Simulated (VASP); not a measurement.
A run of VASP 6.6.1:

Contents of INCAR:

```
  PREC = Accurate
  ENCUT = 520
  EDIFF = 1E-6
  ISMEAR = 0
  SIGMA = 0.1
  LREAL = False
  LASPH = True
  NELM = 100
  ALGO = Normal
  ISIF = 2
  LWAVE = False
  LCHARG = True
  GGA = PS
  LELF = True
  LVHAR = True
  NBANDS = 13
```

Contents of KPOINTS:

```
Automatic mesh
0
Gamma
  10 10 10
```

Contents of POSCAR:

```
Mo
1.0
   -1.5637700161      1.5637700161      1.5637700161
    1.5637700161     -1.5637700161      1.5637700161
    1.5637700161      1.5637700161     -1.5637700161
Mo
1
Direct
    0.0000000000      0.0000000000      0.0000000000
```

Potentials or basis: VASP PAW PBE potentials, release 64 (Mo_sv).

Launch:

```bash
$ cat potpaw_PBE.64/Mo_sv/POTCAR > POTCAR
$ mpirun -np 1 vasp_std > vasp.out
```

Hardware: 1 thread of AMD EPYC 7R13 Processor (Zen 3), on a shared host.

Q: How long does it take, and how much memory?

A: It took 5.9 s on 1 thread of AMD EPYC 7R13 Processor (Zen 3), with other jobs on the host, peak memory 0.09 GiB. Counts: scf iterations 11, k points 47.
